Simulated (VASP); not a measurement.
# B3C2 (P6_3/m) in VASP: relaxation of cell and atoms with PBE

Aim: the relaxation of cell and atoms of B3C2 with PBE.

Everything below comes from runs of VASP 6.6.1. Logs are shortened: lines on timing, memory, paths and dates and some standing lists are left out, and cuts for length are marked.

## (1) The cell of the first run

The structure is hexagonal, space group P6_3/m (No. 176). Conventional cell: a = 3.958 Å, b = 3.958 Å, c = 5.090 Å, α = 90.00°, β = 90.00°, γ = 120.00°. Within 2.1 Å of B (site symmetry m) lie 3 C at 1.53 to 1.80 Å and 2 B at 2.06 Å. Within 2.0 Å of C (site symmetry -6) lie 3 B at 1.53 Å. C (site symmetry -3) has 6 B at 1.80 Å within 2.4 Å.

The cell was generated, and may not be a known phase.

## (2) Relaxation of cell and atoms, PBE

Input file INCAR:

```
PREC = Accurate
ENCUT = 600
EDIFF = 1E-7
ISMEAR = 0
SIGMA = 0.1
LREAL = False
LASPH = True
NELM = 80
ALGO = Normal
ISIF = 3
LWAVE = False
LCHARG = False
GGA = PE
IBRION = 2
NSW = 100
EDIFFG = -0.01
```

Input file KPOINTS:

```
regular mesh
0
Gamma
  12 12 8
```

Input file POSCAR:

```
B3C2
1.0
    3.9582542250      0.0000000000      0.0000000000
   -1.9791271125      3.4279487135      0.0000000000
    0.0000000000      0.0000000000      5.0904289470
B C
6 4
Direct
    0.7121869373      0.6537850162      0.2500000000
    0.6537850162      0.9415980789      0.7500000000
    0.9415980789      0.2878130627      0.2500000000
    0.0584019211      0.7121869373      0.7500000000
    0.2878130627      0.3462149838      0.7500000000
    0.3462149838      0.0584019211      0.2500000000
    0.6666666667      0.3333333333      0.7500000000
    0.3333333333      0.6666666667      0.2500000000
    0.0000000000      0.0000000000      0.5000000000
    0.0000000000      0.0000000000      0.0000000000
```

Potentials or basis: VASP PAW PBE potentials, release 64 (B, C).

On the command line:

```bash
cat potpaw_PBE.64/B/POTCAR potpaw_PBE.64/C/POTCAR > POTCAR
mpirun -np 1 vasp_std > vasp.out
```

OUTCAR:

```text
PREC = Accurate
   ENCUT = 600
   EDIFF = 1E-7
   ISMEAR = 0
   LREAL = False
   LASPH = True
   NELM = 80
   ISIF = 3
   GGA = PE
   IBRION = 2
   NSW = 100
   EDIFFG = -0.01

 ion  position               nearest neighbor table
   1  0.712  0.654  0.250-   8 1.53   9 1.80  10 1.80   3 2.06   6 2.06
   2  0.654  0.942  0.750-   7 1.53   9 1.80  10 1.80   4 2.06   5 2.06
   3  0.942  0.288  0.250-   8 1.53   9 1.80  10 1.80   6 2.06   1 2.06
   4  0.058  0.712  0.750-   7 1.53   9 1.80  10 1.80   2 2.06   5 2.06
   5  0.288  0.346  0.750-   7 1.53   9 1.80  10 1.80   4 2.06   2 2.06
   6  0.346  0.058  0.250-   8 1.53   9 1.80  10 1.80   3 2.06   1 2.06
   7  0.667  0.333  0.750-   2 1.53   4 1.53   5 1.53
   8  0.333  0.667  0.250-   6 1.53   3 1.53   1 1.53
   9  0.000  0.000  0.500-   2 1.80   6 1.80   4 1.80   3 1.80   5 1.80   1 1.80
  10  0.000  0.000  0.000-   2 1.80   6 1.80   4 1.80   3 1.80   5 1.80   1 1.80

  LATTYP: Found a hexagonal cell.
 ALAT       =     3.9582542250
 C/A-ratio  =     1.2860288040

  Lattice vectors:

 A1 = (   3.9582542250,   0.0000000000,   0.0000000000)
 A2 = (  -1.9791271125,   3.4279487135,   0.0000000000)
 A3 = (   0.0000000000,   0.0000000000,   5.0904289470)

Analysis of symmetry for initial positions (statically):
=====================================================================
 Subroutine PRICEL returns:
 Original cell was already a primitive cell.

 Routine SETGRP: Setting up the symmetry group for a
 hexagonal supercell.

 Subroutine GETGRP returns: Found 12 space group operations
 (whereof  6 operations were pure point group operations)
 out of a pool of 24 trial point group operations.

The static configuration has the point symmetry S_6 .
 The point group associated with its full space group is C_6h.

Analysis of symmetry for dynamics (positions and initial velocities):
=====================================================================
 Subroutine PRICEL returns:
 Original cell was already a primitive cell.

 Routine SETGRP: Setting up the symmetry group for a
 hexagonal supercell.

 Subroutine GETGRP returns: Found 12 space group operations
 (whereof  6 operations were pure point group operations)
 out of a pool of 24 trial point group operations.

The dynamic configuration has the point symmetry S_6 .
 The point group associated with its full space group is C_6h.

 Subroutine INISYM returns: Found 12 space group operations
 (whereof  6 operations are pure point group operations),
 and found     1 'primitive' translations

----------------------------------------------------------------------------------------

                                     Primitive cell

  volume of cell :      69.0705

  direct lattice vectors                    reciprocal lattice vectors
     3.958254225  0.000000000  0.000000000     0.252636628  0.145859825  0.000000000
    -1.979127113  3.427948714  0.000000000     0.000000000  0.291719650  0.000000000
     0.000000000  0.000000000  5.090428947     0.000000000  0.000000000  0.196447099

  length of vectors
     3.958254225  3.958254225  5.090428947     0.291719650  0.291719650  0.196447099

  position of ions in fractional coordinates (direct lattice)
     0.712186937  0.653785016  0.250000000
     0.653785016  0.941598079  0.750000000
     0.941598079  0.287813063  0.250000000
     0.058401921  0.712186937  0.750000000
     0.287813063  0.346214984  0.750000000
     0.346214984  0.058401921  0.250000000
     0.666666667  0.333333333  0.750000000
     0.333333333  0.666666667  0.250000000
     0.000000000  0.000000000  0.500000000
     0.000000000  0.000000000  0.000000000

  ion indices of the primitive-cell ions
   primitive index   ion index
                 1           1
[... 105 lines left out ...]
   LORBIT       =      0    0 simple, 1 ext, 2 COOP (PROOUT), +10 PAW based schemes
   GGA     = PE    functional components
   LHFCALC =     F    Hartree Fock is set to
   AEXX    =    0.0000 exact exchange contribution
   IVDW    =     0    specifies the selected vdW correction
   LEPSILON=     F    determine dielectric tensor
   LRPA    =     F    only Hartree local field effects (RPA)
 conjugate gradient relaxation of ions
 non-spin polarized calculation
 Gauss-broadening in eV      SIGMA  =   0.10
  energy-cutoff  :      600.00
  volume of cell :       69.07
 maximum number of plane-waves:      2340
   NGX = 15   NGY = 15   NGZ = 21

--------------------------------------- Ionic step        1  -------------------------------------------

 number of electron      34.0000000 magnetization

 Free energy of the ion-electron system (eV)
  ---------------------------------------------------
  ext. energy  EPLUGINS =         0.00000000
  ---------------------------------------------------
  free energy    TOTEN  =       -65.89948891 eV

  energy without entropy =      -65.88818647  energy(sigma->0) =      -65.89383769

------------------------ aborting loop because EDIFF is reached ----------------------------------------

  FORCE on cell =-STRESS in cart. coord.  units (eV):
  Direction    XX          YY          ZZ          XY          YZ          ZX
  --------------------------------------------------------------------------------------
  -------------------------------------------------------------------------------------
  Total       -0.0858430     -0.0858430     -0.0812174     -0.0000005      0.0000000      0.0000000
  in kB       -1.9912369     -1.9912369     -1.8839412     -0.0000107      0.0000000      0.0000000
  external PRESSURE =      -1.9554716 kB  Pullay stress =       0.0000000 kB

 VOLUME and BASIS-vectors are now :
 -----------------------------------------------------------------------------
  energy-cutoff  :      600.00
  volume of cell :       69.07
      direct lattice vectors                 reciprocal lattice vectors
     3.958254225  0.000000000  0.000000000     0.252636628  0.145859825  0.000000000
    -1.979127113  3.427948714  0.000000000     0.000000000  0.291719650  0.000000000
     0.000000000  0.000000000  5.090428947     0.000000000  0.000000000  0.196447099

 POSITION                                       TOTAL-FORCE (eV/Angst)
 -----------------------------------------------------------------------------------
      1.52509      2.24114      1.27261         0.033698     -0.000911     -0.000000
      0.72431      3.22775      3.81782         0.016060     -0.029639      0.000000
      3.15747      0.98661      1.27261        -0.017638     -0.028728      0.000000
     -1.17834      2.44134      3.81782         0.017638      0.028728      0.000000
      0.45403      1.18681      3.81782        -0.033698      0.000911     -0.000000
      1.25482      0.20020      1.27261        -0.016060      0.029639     -0.000000
      1.97913      1.14265      3.81782         0.000000      0.000000     -0.000000
     -0.00000      2.28530      1.27261         0.000000     -0.000000     -0.000000
      0.00000      0.00000      2.54521         0.000000      0.000000      0.000000
      0.00000      0.00000      0.00000         0.000000      0.000000      0.000000
 -----------------------------------------------------------------------------------
    total drift:                                0.000000     -0.000000      0.000000

  FREE ENERGIE OF THE ION-ELECTRON SYSTEM (eV)
  ---------------------------------------------------
  free  energy   TOTEN  =       -65.8994889139 eV

  energy  without entropy=      -65.8881864692  energy(sigma->0) =      -65.89383769

--------------------------------------- Ionic step        2  -------------------------------------------

 number of electron      34.0000000 magnetization

 Free energy of the ion-electron system (eV)
  ---------------------------------------------------
  ext. energy  EPLUGINS =         0.00000000
  ---------------------------------------------------
  free energy    TOTEN  =       -65.89972761 eV

  energy without entropy =      -65.88841965  energy(sigma->0) =      -65.89407363

 E-fermi :   7.3342     XC(G=0): -12.1814

 val. band max:        7.3303868120   @ k =  -0.3333  -0.4167  -0.1250
 cond. band min:       7.3345874050   @ k =   0.1667   0.0833   0.3750
 fundamental gap:      0.0042005929
 Fermi energy:         7.3341651614

 k-point     1 :       0.0000    0.0000    0.0000
  band No.  band energies     occupation
      1     -10.6306      2.00000
      2      -6.9795      2.00000
      3      -5.2706      2.00000
      4      -3.1680      2.00000
      5      -1.0024      2.00000
      6      -0.7675      2.00000
[... 613 lines left out ...]
     22      12.0339      0.00000
     23      12.2778      0.00000

 [... further k-points ...]

------------------------ aborting loop because EDIFF is reached ----------------------------------------

  FORCE on cell =-STRESS in cart. coord.  units (eV):
  Direction    XX          YY          ZZ          XY          YZ          ZX
  --------------------------------------------------------------------------------------
  -------------------------------------------------------------------------------------
  Total       -0.0579445     -0.0579445     -0.0010749     -0.0000005      0.0000000      0.0000000
  in kB       -1.3457366     -1.3457366     -0.0249646     -0.0000109      0.0000000      0.0000000
  external PRESSURE =      -0.9054793 kB  Pullay stress =       0.0000000 kB

 VOLUME and BASIS-vectors are now :
 -----------------------------------------------------------------------------
  energy-cutoff  :      600.00
  volume of cell :       68.99
      direct lattice vectors                 reciprocal lattice vectors
     3.956614996  0.000000009  0.000000000     0.252741295  0.145920256 -0.000000000
    -1.978307506  3.426529095 -0.000000000    -0.000000001  0.291840510 -0.000000000
     0.000000000  0.000000000  5.088434444    -0.000000000  0.000000000  0.196524100

 POSITION                                       TOTAL-FORCE (eV/Angst)
 -----------------------------------------------------------------------------------
      1.52609      2.24017      1.27211        -0.000550     -0.009826      0.000000
      0.72478      3.22498      3.81633        -0.008785     -0.004437      0.000000
      3.15531      0.98481      1.27211        -0.008235      0.005389     -0.000000
     -1.17700      2.44171      3.81633         0.008235     -0.005389      0.000000
      0.45222      1.18636      3.81633         0.000550      0.009826     -0.000000
      1.25353      0.20155      1.27211         0.008785      0.004437     -0.000000
      1.97831      1.14218      3.81633         0.000000      0.000000     -0.000000
     -0.00000      2.28435      1.27211         0.000000     -0.000000     -0.000000
      0.00000      0.00000      2.54422         0.000000     -0.000000     -0.000000
      0.00000      0.00000      0.00000         0.000000     -0.000000     -0.000000
 -----------------------------------------------------------------------------------
    total drift:                                0.000000      0.000000      0.000000

  FREE ENERGIE OF THE ION-ELECTRON SYSTEM (eV)
  ---------------------------------------------------
  free  energy   TOTEN  =       -65.8997276136 eV

  energy  without entropy=      -65.8884196529  energy(sigma->0) =      -65.89407363

 reached required accuracy - stopping structural energy minimisation
```

Wall time 2.3 min (1 thread of Intel Xeon 6975P-C (Granite Rapids), shared host); peak memory 0.33 GiB.

What came out:

```
Free energy                           : -65.8997 eV
Relaxed volume                        : 6.90 Å³/atom
Relaxed cell                          : a = 3.957 Å, b = 3.957 Å, c = 5.088 Å, α = 90.00°, β = 90.00°, γ = 120.00°
Space group after relaxing (to 0.1 Å) : P6_3/m (No. 176)
Energy gained by relaxing             : 0.0 meV/atom
Ionic steps                           : 2
Pressure after relaxing               : -0.1 GPa
Largest force after relaxing          : 0.010 eV/Å
Band gap on the k mesh                : zero (bands 17 and 18 overlap by 1.62 eV)
```

Forces in eV/Å, atoms in the order of the input:
```
B   -0.001 -0.010  0.000
B   -0.009 -0.004  0.000
B   -0.008  0.005  0.000
B    0.008 -0.005  0.000
B    0.001  0.010  0.000
B    0.009  0.004  0.000
C    0.000  0.000  0.000
C    0.000  0.000  0.000
C    0.000  0.000  0.000
C    0.000  0.000  0.000
```

Stress tensor (GPa, compression positive):
```
-0.13  0.00  0.00
 0.00 -0.13  0.00
 0.00  0.00  0.00
```

The path:
```csv
step,energy change (eV),largest force (eV/Å),pressure (GPa),volume (Å³)
1,0.0000,0.0337,-0.20,69.07
2,-0.0002,0.0098,-0.09,68.99
```

Final structure:
```
CELL_PARAMETERS angstrom
3.95662 0.00000 0.00000
-1.97831 3.42653 0.00000
0.00000 0.00000 5.08843
ATOMIC_POSITIONS crystal
B 0.71259 0.65377 0.25000
B 0.65377 0.94118 0.75000
B 0.94118 0.28741 0.25000
B 0.05882 0.71259 0.75000
B 0.28741 0.34623 0.75000
B 0.34623 0.05882 0.25000
C 0.66667 0.33333 0.75000
C 0.33333 0.66667 0.25000
C 0.00000 0.00000 0.50000
C 0.00000 0.00000 0.00000
```
